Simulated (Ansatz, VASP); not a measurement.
**KMgF3: VASP beside Ansatz**

The input INCAR:

```
SYSTEM = KMgF3
  PREC = Accurate
  ENCUT = 520
  EDIFF = 1E-6
  ISMEAR = 0
  SIGMA = 0.05
  LREAL = .False.
  LASPH = .True.
  NELM = 100
  ALGO = Normal
  ISIF = 2
  LWAVE = .False.
  LCHARG = .True.
  GGA = CA
  LELF = .True.
  LVHAR = .True.
  NBANDS = 24
```

KPOINTS

```
Automatic mesh
0
Gamma
  6 6 6
  0 0 0
```

File POSCAR:

```
KMgF3
1.0
    4.2181479020      1.0545369755      1.0545369755
    1.0545369755      4.2181479020      1.0545369755
    1.0545369755      1.0545369755      4.2181479020
K Mg F
1 1 3
Direct
    0.5000000000      0.5000000000      0.5000000000
    0.0000000000      0.0000000000      0.0000000000
    0.5000000000      0.0000000000      0.0000000000
    0.0000000000      0.5000000000      0.0000000000
    0.0000000000      0.0000000000      0.5000000000
```

Input for Ansatz:

```yaml
crystal:
  lattice:
    - [4.218147902, 1.0545369755, 1.0545369755]
    - [1.0545369755, 4.218147902, 1.0545369755]
    - [1.0545369755, 1.0545369755, 4.218147902]
  atoms:
    - { symbol: K, position: [0.5, 0.5, 0.5] }
    - { symbol: Mg, position: [0.0, 0.0, 0.0] }
    - { symbol: F, position: [0.5, 0.0, 0.0] }
    - { symbol: F, position: [0.0, 0.5, 0.0] }
    - { symbol: F, position: [0.0, 0.0, 0.5] }
basis:
  ecutwfc: 420
kpoints:
  mp_grid: { grid: [6, 6, 6] }
hamiltonian:
  xc: lda
scf:
  occupations: { method: gaussian, width: 0.05 }
output:
  forces: true
  stress: true
  eigenvalues: true
```

Alike in both runs: task single point; functional LDA; k mesh 6 × 6 × 6; occupations gaussian, width 0.05 eV; no spin polarisation.

|  | VASP | Ansatz |
| --- | --- | --- |
| version | VASP 6.6.1 | Ansatz 0.2.0 |
| potentials or method | VASP PAW LDA potentials, release 64 (K_sv, Mg, F), cutoff 520 eV | scalar-relativistic, plane waves, PAW |
| valence electrons in the cell | 32 | 40 |

```tsv
	VASP	Ansatz	Ansatz less VASP
gap on the k mesh at the Fermi level (eV)	0.31	0.35	+0.043
least direct gap on the mesh (eV)	0.31	0.35	+0.044
pressure (GPa)	17.4	17.4	+0.03
traceless stress, the component that is largest in VASP (GPa)	-29.22	-28.65	+0.566
```

LDA's correlation is that of Perdew and Zunger in VASP and of Perdew and Wang (1992) in Ansatz. VASP's potentials hold 32 valence electrons a cell and Ansatz's 40, so a difference there can come from the potentials and not from the codes.
